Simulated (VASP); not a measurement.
# Pt (Pm-3m) in VASP: notebook

Runs on Pt. Level: PBEsol. Tasks: single point.

All numbers are computed with VASP 6.6.1; they aren't measurements. Logs are shortened: lines on timing, memory, paths and dates and some standing lists are left out, and cuts for length are marked.

### 1 The cell of the first run

Symmetry: Pm-3m, No. 221, cubic system. The conventional cell has a = 2.382 Å, b = 2.382 Å, c = 2.382 Å, α = 90.00°, β = 90.00°, γ = 90.00°. Within 3.1 Å of Pt (site symmetry m-3m) lie 6 Pt at 2.38 Å.

### 2 Single point, PBEsol (volume scaled by 0.78)

The input, INCAR:

```
SYSTEM = Pt
PREC = Accurate
ENCUT = 520
EDIFF = 1E-7
ISMEAR = -1
SIGMA = 0.1
LREAL = .FALSE.
LASPH = .TRUE.
NELM = 80
ALGO = Normal
ISIF = 2
LWAVE = .FALSE.
LCHARG = .FALSE.
GGA = PS
NBANDS = 11
```

The input, KPOINTS:

```
Automatic mesh
0
G
  15 15 15
  0 0 0
```

The input, POSCAR:

```
Pt
1.0
    2.3820708720      0.0000000000      0.0000000000
    0.0000000000      2.3820708720      0.0000000000
    0.0000000000      0.0000000000      2.3820708720
Pt
1
Direct
    0.0000000000      0.0000000000      0.0000000000
```

Potentials or basis: VASP PAW PBE potentials, release 64 (Pt).

Command:

```bash
> cat potpaw_PBE.64/Pt/POTCAR > POTCAR
> mpirun -np 1 vasp_std > vasp.out
```

OUTCAR:

```text
SYSTEM = Pt
   PREC = Accurate
   ENCUT = 520
   EDIFF = 1E-7
   ISMEAR = -1
   LREAL = .FALSE.
   LASPH = .TRUE.
   NELM = 80
   ISIF = 2
   GGA = PS

 ion  position               nearest neighbor table
   1  0.000  0.000  0.000-

  LATTYP: Found a simple cubic cell.
 ALAT       =     2.3820708720

  Lattice vectors:

 A1 = (   2.3820708720,   0.0000000000,   0.0000000000)
 A2 = (   0.0000000000,   2.3820708720,   0.0000000000)
 A3 = (   0.0000000000,   0.0000000000,   2.3820708720)

Analysis of symmetry for initial positions (statically):
=====================================================================
 Subroutine PRICEL returns:
 Original cell was already a primitive cell.

 Routine SETGRP: Setting up the symmetry group for a
 simple cubic supercell.

 Subroutine GETGRP returns: Found 48 space group operations
 (whereof 48 operations were pure point group operations)
 out of a pool of 48 trial point group operations.

The static configuration has the point symmetry O_h .

Analysis of symmetry for dynamics (positions and initial velocities):
=====================================================================
 Subroutine PRICEL returns:
 Original cell was already a primitive cell.

 Routine SETGRP: Setting up the symmetry group for a
 simple cubic supercell.

 Subroutine GETGRP returns: Found 48 space group operations
 (whereof 48 operations were pure point group operations)
 out of a pool of 48 trial point group operations.

The dynamic configuration has the point symmetry O_h .

 Subroutine INISYM returns: Found 48 space group operations
 (whereof 48 operations are pure point group operations),
 and found     1 'primitive' translations

----------------------------------------------------------------------------------------

                                     Primitive cell

  volume of cell :      13.5165

  direct lattice vectors                    reciprocal lattice vectors
     2.382070872  0.000000000  0.000000000     0.419802791  0.000000000  0.000000000
     0.000000000  2.382070872  0.000000000     0.000000000  0.419802791  0.000000000
     0.000000000  0.000000000  2.382070872     0.000000000  0.000000000  0.419802791

  length of vectors
     2.382070872  2.382070872  2.382070872     0.419802791  0.419802791  0.419802791

  position of ions in fractional coordinates (direct lattice)
     0.000000000  0.000000000  0.000000000

  ion indices of the primitive-cell ions
   primitive index   ion index
                 1           1

----------------------------------------------------------------------------------------

 KPOINTS: Automatic mesh

Automatic generation of k-mesh.
 Grid dimensions read from file:
 generate k-points for:   15   15   15

 Generating k-lattice:

  Cartesian coordinates                     Fractional coordinates (reciprocal lattice)
     0.027986853  0.000000000  0.000000000     0.066666667  0.000000000  0.000000000
     0.000000000  0.027986853  0.000000000     0.000000000  0.066666667  0.000000000
     0.000000000  0.000000000  0.027986853     0.000000000  0.000000000  0.066666667

  Length of vectors
     0.027986853  0.027986853  0.027986853

  Shift w.r.t. Gamma in fractional coordinates (k-lattice)
     0.000000000  0.000000000  0.000000000

 Subroutine IBZKPT returns following result:
 ===========================================

 Found    120 irreducible k-points:

 Following reciprocal coordinates:
            Coordinates               Weight
  0.000000  0.000000  0.000000      1.000000
  0.066667  0.000000  0.000000      6.000000
  0.133333  0.000000  0.000000      6.000000
  0.200000  0.000000  0.000000      6.000000
  0.266667  0.000000  0.000000      6.000000
  0.333333  0.000000  0.000000      6.000000
[... 16 lines left out ...]
  0.266667  0.200000  0.000000     24.000000
  0.333333  0.200000  0.000000     24.000000
 [... further k-points ...]
   k-points           NKPTS =    120   k-points in BZ     NKDIM =    120   number of bands    NBANDS=     11
   number of dos      NEDOS =    301   number of ions     NIONS =      1
   total plane-waves  NPLWV =   5832
   dimension x,y,z NGX =    18 NGY =   18 NGZ =   18
   dimension x,y,z NGXF=    36 NGYF=   36 NGZF=   36
   ions per type =               1
   NGX,Y,Z   is equivalent  to a cutoff of  12.56, 12.56, 12.56 a.u.
   NGXF,Y,Z  is equivalent  to a cutoff of  25.12, 25.12, 25.12 a.u.
 SYSTEM =  Pt
   PREC   = accura    normal or accurate (medium, high low for compatibility)
   ISTART =      0    job   : 0-new  1-cont  2-samecut
   ICHARG =      2    charge: 1-file 2-atom 10-const
   ISPIN  =      1    spin polarized calculation?
   LNONCOLLINEAR =      F non collinear calculations
   LSORBIT =      F    spin-orbit coupling
   LASPH  =      T    aspherical Exc in radial PAW
   ENCUT  =  520.0 eV  38.22 Ry    6.18 a.u.   4.43  4.43  4.43*2*pi/ulx,y,z
   NELM   =     80;   NELMIN=  2; NELMDL= -5     # of ELM steps
   EDIFF  = 0.1E-06   stopping-criterion for ELM
   LREAL  =      F    real-space projection
   EDIFFG = 0.1E-05   stopping-criterion for IOM
   NSW    =      0    number of steps for IOM
   IBRION =     -1    ionic relax: 0-MD 1-quasi-New 2-CG
   NFREE  =      0    steps in history (QN), initial steepest desc. (CG)
   ISIF   =      2    stress and relaxation
   ISYM   =      2    0-nonsym 1-usesym 2-fastsym
   POTIM  = 0.5000    time-step for ionic-motion
   TEBEG  =    0.0;   TEEND  =   0.0 temperature during run
   PSTRESS=    0.0 pullay stress
   NELECT =      10.0000    total number of electrons
   NUPDOWN=      -1.0000    fix difference up-down
   EMIN   =  10.00;   EMAX   =-10.00  energy-range for DOS
   EFERMI =   0.00;   METHOD = LEGACY
   ISMEAR =    -1;   SIGMA  =   0.10  broadening in eV -4-tet -1-fermi 0-gaus
   EFERMI_NEDOS =   21; number of points for ismear=-14 and -15
   IALGO  =     38    algorithm
   IMIX   =      4    mixing-type and parameters
     AMIX     =   0.40;   BMIX     =  1.00
     AMIX_MAG =   1.60;   BMIX_MAG =  1.00
  volume/ion in A,a.u.               =      13.52        91.21
  Fermi-wavevector in a.u.,A,eV,Ry     =   1.480654  2.798030 29.828532  2.192335
  Thomas-Fermi vector in A             =   2.594661
   LORBIT       =      0    0 simple, 1 ext, 2 COOP (PROOUT), +10 PAW based schemes
   GGA     = PS    functional components
   LHFCALC =     F    Hartree Fock is set to
   AEXX    =    0.0000 exact exchange contribution
   IVDW    =     0    specifies the selected vdW correction
   LEPSILON=     F    determine dielectric tensor
   LRPA    =     F    only Hartree local field effects (RPA)
 non-spin polarized calculation
  energy-cutoff  :      520.00
  volume of cell :       13.52
 maximum number of plane-waves:       374
 NGX is ok and might be reduce to    18
   NGX =  9   NGY =  9   NGZ =  9

 number of electron      10.0000001 magnetization

 Free energy of the ion-electron system (eV)
  ---------------------------------------------------
  ext. energy  EPLUGINS =         0.00000000
  ---------------------------------------------------
  free energy    TOTEN  =        -5.50825563 eV

  energy without entropy =       -5.48170598  energy(sigma->0) =       -5.49498080

 E-fermi :  13.3814     XC(G=0): -14.1345

 val. band max:       13.3704591170   @ k =   0.4000   0.3333   0.3333
 cond. band min:      13.4389111686   @ k =   0.3333   0.1333   0.0667
 fundamental gap:      0.0684520516
 Fermi energy:        13.3813822783

 k-point     1 :       0.0000    0.0000    0.0000
  band No.  band energies     occupation
      1       1.9290      2.00000
      2       4.8234      2.00000
      3       4.8234      2.00000
      4      14.0367      0.00285
      5      14.0367      0.00285
      6      14.0367      0.00285
      7      30.0544      0.00000
      8      30.0544      0.00000
      9      30.0544      0.00000
     10      37.4585      0.00000
     11      40.3712      0.00000

 k-point     2 :       0.0667    0.0000    0.0000
  band No.  band energies     occupation
      1       2.0956      2.00000
      2       4.8592      2.00000
      3       4.9995      2.00000
      4      13.8339      0.02144
      5      13.8339      0.02144
      6      14.0519      0.00245
      7      29.0727      0.00000
      8      30.3768      0.00000
      9      30.3768      0.00000
     10      38.1383      0.00000
     11      38.6321      0.00000

 k-point     3 :       0.1333    0.0000    0.0000
  band No.  band energies     occupation
      1       2.5441      2.00000
      2       4.9616      2.00000
      3       5.5492      2.00000
      4      13.2963      1.40161
      5      13.2963      1.40160
      6      14.0952      0.00159
      7      27.0625      0.00000
      8      31.2572      0.00000
      9      31.2572      0.00000
     10      36.3015      0.00000
     11      38.8195      0.00000

 k-point     4 :       0.2000    0.0000    0.0000
  band No.  band energies     occupation
      1       3.1495      2.00000
      2       5.1166      2.00000
      3       6.5033      2.00000
      4      12.5817      1.99933
      5      12.5817      1.99933
      6      14.1595      0.00083
      7      24.9316      0.00000
      8      32.4959      0.00000
      9      32.4959      0.00000
     10      34.1931      0.00000
     11      38.9395      0.00000
[... 239 lines left out ...]
 k-point    22 :       0.2000    0.2000    0.0000
  band No.  band energies     occupation
      1       4.2941      2.00000
      2       6.2613      2.00000
      3       7.2434      2.00000
      4      11.1111      2.00000
      5      12.5991      1.99920
      6      12.9242      1.97953
      7      26.8150      0.00000
      8      27.0205      0.00000
      9      34.4888      0.00000
     10      35.1236      0.00000
     11      41.1806      0.00000

 k-point    23 :       0.2667    0.2000    0.0000
  band No.  band energies     occupation
      1       4.7960      2.00000
      2       6.6128      2.00000
      3       8.1271      2.00000
      4      10.7902      2.00000
      5      12.0172      2.00000
      6      12.8998      1.98392
      7      24.7982      0.00000
      8      28.0210      0.00000
      9      33.6829      0.00000
     10      36.6061      0.00000
     11      41.8077      0.00000

 k-point    24 :       0.3333    0.2000    0.0000
  band No.  band energies     occupation
      1       5.2405      2.00000
      2       6.8217      2.00000
      3       8.4336      2.00000
      4      11.4131      2.00000
      5      11.6168      2.00000
      6      12.9858      1.96242
      7      22.9196      0.00000
      8      29.1125      0.00000
      9      32.7534      0.00000
     10      38.0520      0.00000
     11      39.1776      0.00000

 [... further k-points ...]
[... 5 lines left out ...]
  --------------------------------------------------------------------------------------
  -------------------------------------------------------------------------------------
  Total        8.6462028      8.6462028      8.6462028      0.0000000      0.0000000     -0.0000000
  in kB     1024.8775122   1024.8775122   1024.8775122      0.0000000      0.0000000     -0.0000000
  external PRESSURE =    1024.8775122 kB  Pullay stress =       0.0000000 kB

 VOLUME and BASIS-vectors are now :
 -----------------------------------------------------------------------------
  energy-cutoff  :      520.00
  volume of cell :       13.52
      direct lattice vectors                 reciprocal lattice vectors
     2.382070872  0.000000000  0.000000000     0.419802791  0.000000000  0.000000000
     0.000000000  2.382070872  0.000000000     0.000000000  0.419802791  0.000000000
     0.000000000  0.000000000  2.382070872     0.000000000  0.000000000  0.419802791

 POSITION                                       TOTAL-FORCE (eV/Angst)
 -----------------------------------------------------------------------------------
      0.00000      0.00000      0.00000         0.000000      0.000000      0.000000
 -----------------------------------------------------------------------------------
    total drift:                               -0.000000      0.000000      0.000000

  FREE ENERGIE OF THE ION-ELECTRON SYSTEM (eV)
  ---------------------------------------------------
  free  energy   TOTEN  =        -5.5082556330 eV

  energy  without entropy=       -5.4817059751  energy(sigma->0) =       -5.49498080
```

Run time: 9 s. Hardware: 1 thread of Intel Xeon 6975P-C, shared host; peak memory 0.13 GiB.

Results:

* Free energy: -5.5083 eV
* Pressure: 102.5 GPa
* Band gap on the k mesh: zero (band 5 reaches 16.55 eV, above the bottom of band 6 at 11.68 eV)

Caveat: the PAW data sets were made with another functional, which shifts forces and pressure a little; spin-orbit coupling is left out, which moves the levels of the heavy elements.

(Part 1 of 3 ends here.)
